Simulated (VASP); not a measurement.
Here is a VASP 6.6.1 calculation.

INCAR

```
PREC = Accurate
ENCUT = 520
EDIFF = 1E-7
ISMEAR = 0
SIGMA = 0.1
LREAL = F
LASPH = T
NELM = 100
ALGO = Normal
ISIF = 2
LWAVE = F
LCHARG = T
GGA = PE
LELF = T
LVHAR = T
NBANDS = 25
```

KPOINTS

```
regular mesh
0
Gamma
  18 18 18
```

Contents of POSCAR:

```
Zr
1.0
    1.6118694949      0.9306132868      7.7955383335
   -1.6118694949      0.9306132868      7.7955383335
    0.0000000000     -1.8612265736      7.7955383335
Zr
3
Direct
    0.0000000000      0.0000000000      0.0000000000
    0.2228150816      0.2228150816      0.2228150816
    0.7771849184      0.7771849184      0.7771849184
```

Potentials or basis: VASP PAW PBE potentials, release 64 (Zr_sv).

Launch:

```bash
$ cat potpaw_PBE.64/Zr_sv/POTCAR > POTCAR
$ mpirun -np 1 vasp_std > vasp.out
```

**Question.** Estimate the pressure.

**Answer.** 0.0 GPa.

**Question.** Estimate the band gap on the k mesh.

**Answer.** Zero (band 18 reaches 9.70 eV, above the bottom of band 19 at 8.53 eV).
